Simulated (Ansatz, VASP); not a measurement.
# Si3N4 in VASP and in Ansatz

```xyz
14
Lattice="7.6170 0.0000 0.0000 -3.8085 6.5965 0.0000 0.0000 0.0000 2.8843" Properties=species:S:1:pos:R:3 pbc="T T T"
Si   -1.5990    5.0657    0.7211
Si    2.4304    1.1481    2.1632
Si    0.2209    2.6789    0.7211
Si    5.4075    1.5308    2.1632
Si    1.3781    5.4484    0.7211
Si    3.5876    3.9176    2.1632
N     0.0000    4.3977    0.7211
N     3.8085    2.1988    2.1632
N     2.3977    0.1979    0.7211
N     1.0275    2.1755    2.1632
N     6.2467    1.9776    0.7211
N     1.4108    6.3986    2.1632
N     2.7810    4.4211    0.7211
N    -2.4382    4.6190    2.1632
```

Change from the starting cell: z stretched by -1 %, ions relaxed.

Alike in both runs: task relaxation of the atoms; functional PBE; k mesh 4 × 4 × 9; occupations fermi-dirac, width 0.02 eV; no spin polarisation.

|  | VASP | Ansatz |
| --- | --- | --- |
| version | VASP 6.6.1 | Ansatz 0.2.0 |
| potentials or method | VASP PAW PBE potentials, release 64 (Si, N) | plane-wave PAW, scalar-relativistic |
| plane-wave cutoff (eV) | 520 | 420 |
| valence electrons in the cell | 64 | 64 |

|  | VASP | Ansatz | Ansatz less VASP |
| --- | --- | --- | --- |
| gap on the k mesh at the Fermi level, each at its own relaxed structure (eV) | 4.51 | 4.52 | +0.010 |

Ansatz's warnings: stress scf threshold loose.
